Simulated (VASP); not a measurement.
# Sn (P6/mmm) in VASP: relaxation of cell and atoms with PBE

Aim: the relaxation of cell and atoms of Sn with PBE.

Program: VASP 6.6.1. These are calculated values, not measurements. Logs are shortened: lines on timing, memory, paths and dates and some standing lists are left out, and cuts for length are marked.

## 1. The cell of the first run

It takes space group P6/mmm (No. 191, hexagonal). Conventional cell: a = 5.276 Å, b = 5.276 Å, c = 3.205 Å, α = 90.00°, β = 90.00°, γ = 120.00°. Sn (site symmetry 6/mmm) has 14 Sn at 3.21 to 3.44 Å within 4.2 Å. Sn (site symmetry -6m2) has 11 Sn at 3.05 to 3.44 Å within 4.0 Å.

## 2. Relaxation of cell and atoms, PBE, target pressure 4.4 GPa, at which the enthalpy is minimised

The input, INCAR:

```
SYSTEM = Sn
PREC = Accurate
ENCUT = 600
EDIFF = 1E-6
ISMEAR = -1
SIGMA = 0.1
LREAL = .False.
LASPH = .True.
NELM = 100
ALGO = Normal
ISIF = 3
LWAVE = .False.
LCHARG = .False.
GGA = PE
IBRION = 2
NSW = 32
EDIFFG = -0.005
PSTRESS = 44.0
```

The input, KPOINTS:

```
Automatic mesh
0
Gamma
  7 7 10
  0 0 0
```

The input, POSCAR:

```
Sn
1.0
    5.2763207765      0.0000000000      0.0000000000
   -2.6381603882      4.5694278309      0.0000000000
    0.0000000000      0.0000000000      3.2054911333
Sn
3
Direct
    0.0000000000      0.0000000000      0.0000000000
    0.3333333333      0.6666666667      0.5000000000
    0.6666666667      0.3333333333      0.5000000000
```

Potentials or basis: VASP PAW PBE potentials, release 64 (Sn_d).

On the command line:

```
> cat potpaw_PBE.64/Sn_d/POTCAR > POTCAR
> mpirun -np 1 vasp_std > vasp.out
```

OUTCAR:

```text
SYSTEM = Sn
   PREC = Accurate
   ENCUT = 600
   EDIFF = 1E-6
   ISMEAR = -1
   LREAL = .False.
   LASPH = .True.
   NELM = 100
   ISIF = 3
   GGA = PE
   IBRION = 2
   NSW = 32
   EDIFFG = -0.005
   PSTRESS = 44.0

 ion  position               nearest neighbor table
   1  0.000  0.000  0.000-   2 3.44   3 3.44   2 3.44   3 3.44   2 3.44   2 3.44   3 3.44   3 3.44
                             3 3.44   3 3.44   2 3.44   2 3.44
   2  0.333  0.667  0.500-   3 3.05   3 3.05   3 3.05   1 3.44   1 3.44   1 3.44   1 3.44   1 3.44
                             1 3.44
   3  0.667  0.333  0.500-   2 3.05   2 3.05   2 3.05   1 3.44   1 3.44   1 3.44   1 3.44   1 3.44
                             1 3.44

  LATTYP: Found a hexagonal cell.
 ALAT       =     5.2763207765
 C/A-ratio  =     0.6075239299

  Lattice vectors:

 A1 = (   5.2763207765,   0.0000000000,   0.0000000000)
 A2 = (  -2.6381603882,   4.5694278309,   0.0000000000)
 A3 = (   0.0000000000,   0.0000000000,   3.2054911333)

Analysis of symmetry for initial positions (statically):
=====================================================================
 Subroutine PRICEL returns:
 Original cell was already a primitive cell.

 Routine SETGRP: Setting up the symmetry group for a
 hexagonal supercell.

 Subroutine GETGRP returns: Found 24 space group operations
 (whereof 24 operations were pure point group operations)
 out of a pool of 24 trial point group operations.

The static configuration has the point symmetry D_6h.

Analysis of symmetry for dynamics (positions and initial velocities):
=====================================================================
 Subroutine PRICEL returns:
 Original cell was already a primitive cell.

 Routine SETGRP: Setting up the symmetry group for a
 hexagonal supercell.

 Subroutine GETGRP returns: Found 24 space group operations
 (whereof 24 operations were pure point group operations)
 out of a pool of 24 trial point group operations.

The dynamic configuration has the point symmetry D_6h.

 Subroutine INISYM returns: Found 24 space group operations
 (whereof 24 operations are pure point group operations),
 and found     1 'primitive' translations

----------------------------------------------------------------------------------------

                                     Primitive cell

  volume of cell :      77.2836

  direct lattice vectors                    reciprocal lattice vectors
     5.276320777  0.000000000  0.000000000     0.189526005  0.109422890  0.000000000
    -2.638160388  4.569427831  0.000000000     0.000000000  0.218845780  0.000000000
     0.000000000  0.000000000  3.205491133     0.000000000  0.000000000  0.311964675

  length of vectors
     5.276320777  5.276320776  3.205491133     0.218845780  0.218845780  0.311964675

  position of ions in fractional coordinates (direct lattice)
     0.000000000  0.000000000  0.000000000
     0.333333333  0.666666667  0.500000000
     0.666666667  0.333333333  0.500000000

  ion indices of the primitive-cell ions
   primitive index   ion index
                 1           1
                 2           2
                 3           3

----------------------------------------------------------------------------------------

 KPOINTS: Automatic mesh

Automatic generation of k-mesh.
 Grid dimensions read from file:
 generate k-points for:    7    7   10

 Generating k-lattice:

  Cartesian coordinates                     Fractional coordinates (reciprocal lattice)
     0.027075144  0.015631841  0.000000000     0.142857143  0.000000000  0.000000000
     0.000000000  0.031263683  0.000000000     0.000000000  0.142857143  0.000000000
     0.000000000  0.000000000  0.031196468     0.000000000  0.000000000  0.100000000

  Length of vectors
     0.031263683  0.031263683  0.031196468

  Shift w.r.t. Gamma in fractional coordinates (k-lattice)
     0.000000000  0.000000000  0.000000000

 Subroutine IBZKPT returns following result:
 ===========================================

 Found     48 irreducible k-points:

 Following reciprocal coordinates:
            Coordinates               Weight
  0.000000  0.000000  0.000000      1.000000
  0.142857  0.000000  0.000000      6.000000
  0.285714  0.000000  0.000000      6.000000
  0.428571 -0.000000  0.000000      6.000000
  0.142857  0.142857  0.000000      6.000000
  0.285714  0.142857  0.000000     12.000000
[... 16 lines left out ...]
  0.428571  0.142857  0.200000     12.000000
  0.285714  0.285714  0.200000     12.000000
 [... further k-points ...]
   k-points           NKPTS =     48   k-points in BZ     NKDIM =     48   number of bands    NBANDS=     25
   number of dos      NEDOS =    301   number of ions     NIONS =      3
   total plane-waves  NPLWV =  49392
   dimension x,y,z NGX =    42 NGY =   42 NGZ =   28
   dimension x,y,z NGXF=    84 NGYF=   84 NGZF=   56
   ions per type =               3
   NGX,Y,Z   is equivalent  to a cutoff of  13.23, 13.23, 14.52 a.u.
   NGXF,Y,Z  is equivalent  to a cutoff of  26.47, 26.47, 29.04 a.u.
 SYSTEM =  Sn
   PREC   = accura    normal or accurate (medium, high low for compatibility)
   ISTART =      0    job   : 0-new  1-cont  2-samecut
   ICHARG =      2    charge: 1-file 2-atom 10-const
   ISPIN  =      1    spin polarized calculation?
   LNONCOLLINEAR =      F non collinear calculations
   LSORBIT =      F    spin-orbit coupling
   LASPH  =      T    aspherical Exc in radial PAW
   ENCUT  =  600.0 eV  44.10 Ry    6.64 a.u.  10.54 10.54  6.40*2*pi/ulx,y,z
   NELM   =    100;   NELMIN=  2; NELMDL= -5     # of ELM steps
   EDIFF  = 0.1E-05   stopping-criterion for ELM
   LREAL  =      F    real-space projection
   EDIFFG = -.5E-02   stopping-criterion for IOM
   NSW    =     32    number of steps for IOM
   IBRION =      2    ionic relax: 0-MD 1-quasi-New 2-CG
   NFREE  =      1    steps in history (QN), initial steepest desc. (CG)
   ISIF   =      3    stress and relaxation
   ISYM   =      2    0-nonsym 1-usesym 2-fastsym
   POTIM  = 0.5000    time-step for ionic-motion
   TEBEG  =    0.0;   TEEND  =   0.0 temperature during run
   PSTRESS=   44.0 pullay stress
   NELECT =      42.0000    total number of electrons
   NUPDOWN=      -1.0000    fix difference up-down
   EMIN   =  10.00;   EMAX   =-10.00  energy-range for DOS
   EFERMI =   0.00;   METHOD = LEGACY
   ISMEAR =    -1;   SIGMA  =   0.10  broadening in eV -4-tet -1-fermi 0-gaus
   EFERMI_NEDOS =   21; number of points for ismear=-14 and -15
   IALGO  =     38    algorithm
   IMIX   =      4    mixing-type and parameters
     AMIX     =   0.40;   BMIX     =  1.00
     AMIX_MAG =   1.60;   BMIX_MAG =  1.00
  volume/ion in A,a.u.               =      25.76       173.85
  Fermi-wavevector in a.u.,A,eV,Ry     =   1.335966  2.524610 24.283747  1.784805
  Thomas-Fermi vector in A             =   2.464629
   LORBIT       =      0    0 simple, 1 ext, 2 COOP (PROOUT), +10 PAW based schemes
   GGA     = PE    functional components
   LHFCALC =     F    Hartree Fock is set to
   AEXX    =    0.0000 exact exchange contribution
   IVDW    =     0    specifies the selected vdW correction
   LEPSILON=     F    determine dielectric tensor
   LRPA    =     F    only Hartree local field effects (RPA)
 conjugate gradient relaxation of ions
 non-spin polarized calculation
  energy-cutoff  :      600.00
  volume of cell :       77.28
 maximum number of plane-waves:      2617
 NGX is ok and might be reduce to    42
   NGX = 21   NGY = 21   NGZ = 13

--------------------------------------- Ionic step        1  -------------------------------------------

 number of electron      42.0000001 magnetization

 Free energy of the ion-electron system (eV)
  ---------------------------------------------------
  ext. energy  EPLUGINS =         0.00000000
  ---------------------------------------------------
  free energy    TOTEN  =       -11.25417103 eV

  energy without entropy =      -11.20257648  energy(sigma->0) =      -11.22837375

------------------------ aborting loop because EDIFF is reached ----------------------------------------

  FORCE on cell =-STRESS in cart. coord.  units (eV):
  Direction    XX          YY          ZZ          XY          YZ          ZX
  --------------------------------------------------------------------------------------
  -------------------------------------------------------------------------------------
  Total        2.0953110      2.0953110      2.1159641      0.0000000      0.0000000      0.0000000
  in kB       43.4381661     43.4381661     43.8663290      0.0000000      0.0000000      0.0000000
  external PRESSURE =      -0.4191129 kB  Pullay stress =      44.0000000 kB

 VOLUME and BASIS-vectors are now :
 -----------------------------------------------------------------------------
  energy-cutoff  :      600.00
  volume of cell :       77.28
      direct lattice vectors                 reciprocal lattice vectors
     5.276320777  0.000000000  0.000000000     0.189526005  0.109422890  0.000000000
    -2.638160388  4.569427831  0.000000000     0.000000000  0.218845780  0.000000000
     0.000000000  0.000000000  3.205491133     0.000000000  0.000000000  0.311964675
[... 48 lines left out ...]
  FREE ENERGIE OF THE ION-ELECTRON SYSTEM (eV)
  ---------------------------------------------------
  free  energy   TOTEN  =       -11.2520976725 eV

  energy  without entropy=      -11.2006142655  energy(sigma->0) =      -11.22635597

  enthalpy is  TOTEN    =        -9.1317550958 eV   P V=        2.1203425766

--------------------------------------- Ionic step        3  -------------------------------------------

 number of electron      42.0000001 magnetization

 Free energy of the ion-electron system (eV)
  ---------------------------------------------------
  ext. energy  EPLUGINS =         0.00000000
  ---------------------------------------------------
  free energy    TOTEN  =       -11.25320479 eV

  energy without entropy =      -11.20166237  energy(sigma->0) =      -11.22743358

 E-fermi :   8.8516     XC(G=0): -10.6150

 val. band max:        8.8441637648   @ k =   0.2857   0.1429   0.3000
 cond. band min:       8.8541866376   @ k =   0.2857   0.0000   0.2000
 fundamental gap:      0.0100228729
 Fermi energy:         8.8515514153

 k-point     1 :       0.0000    0.0000    0.0000
  band No.  band energies     occupation
      1     -12.9620      2.00000
      2     -12.8663      2.00000
      3     -12.8663      2.00000
      4     -12.8622      2.00000
      5     -12.8063      2.00000
      6     -12.8063      2.00000
[... 17 lines left out ...]
     24      15.4895      0.00000
     25      17.2910      0.00000
[... 621 lines left out ...]
      3     -12.8760      2.00000
      4     -12.8547      2.00000
      5     -12.8381      2.00000
      6     -12.8284      2.00000
[... 17 lines left out ...]
     24      11.0011      0.00000
     25      13.7637      0.00000

 [... further k-points ...]
[... 5 lines left out ...]
  --------------------------------------------------------------------------------------
  -------------------------------------------------------------------------------------
  Total        2.1201520      2.1201520      2.1342041      0.0000000      0.0000000      0.0000000
  in kB       43.9732238     43.9732238     44.2646717      0.0000000      0.0000000      0.0000000
  external PRESSURE =       0.0703731 kB  Pullay stress =      44.0000000 kB

 VOLUME and BASIS-vectors are now :
 -----------------------------------------------------------------------------
  energy-cutoff  :      600.00
  volume of cell :       77.25
      direct lattice vectors                 reciprocal lattice vectors
     5.275244290  0.000000000  0.000000000     0.189564681  0.109445219 -0.000000000
    -2.637622145  4.568495567 -0.000000000    -0.000000000  0.218890439  0.000000000
     0.000000000  0.000000000  3.205335536    -0.000000000  0.000000000  0.311979819

 POSITION                                       TOTAL-FORCE (eV/Angst)
 -----------------------------------------------------------------------------------
     -2.63762      4.56850      3.20534        -0.000000      0.000000     -0.000000
     -0.00000      3.04566      1.60267        -0.000000     -0.000000      0.000000
      2.63762      1.52283      1.60267         0.000000      0.000000     -0.000000
 -----------------------------------------------------------------------------------
    total drift:                               -0.000000      0.000000     -0.000000

  FREE ENERGIE OF THE ION-ELECTRON SYSTEM (eV)
  ---------------------------------------------------
  free  energy   TOTEN  =       -11.2532047858 eV

  energy  without entropy=      -11.2016623699  energy(sigma->0) =      -11.22743358

  enthalpy is  TOTEN    =        -9.1317617417 eV   P V=        2.1214430441

 reached required accuracy - stopping structural energy minimisation
```

It took 74 s on 1 thread of Intel Xeon 6975P-C (Granite Rapids), shared host; peak memory 0.27 GiB.

Results:

```
Free energy                                            : -11.2532 eV
Relaxed volume                                         : 25.75 Å³/atom
Relaxed cell                                           : a = 5.275 Å, b = 5.275 Å, c = 3.205 Å, α = 90.00°, β = 90.00°, γ = 120.00°
Space group after relaxing (to 0.05 Å)                 : P6/mmm (No. 191)
Energy change on relaxing (the enthalpy is what falls) : +0.3 meV/atom
Ionic steps                                            : 3
Pressure after relaxing                                : 4.4 GPa
Band gap on the k mesh                                 : zero (band 21 reaches 10.81 eV, above the bottom of band 22 at 6.13 eV)
```

Step by step:
```
step  energy change (eV)  largest force (eV/Å)  pressure (GPa)  volume (Å³)
   1              0.0000                0.0000            4.36        77.28
   2              0.0021                0.0000            4.46        77.21
   3              0.0010                0.0000            4.41        77.25
```

Final structure:
```xyz
3
Lattice="5.2752 0.0000 0.0000 -2.6376 4.5685 0.0000 0.0000 0.0000 3.2053" Properties=species:S:1:pos:R:3 pbc="T T T"
Sn   -2.6376    4.5685    3.2053
Sn    0.0000    3.0457    1.6027
Sn    2.6376    1.5228    1.6027
```

Caveat: the cell is relaxed towards a set pressure, so the enthalpy falls and the energy may rise; spin-orbit coupling is left out, which moves the levels of the heavy elements.
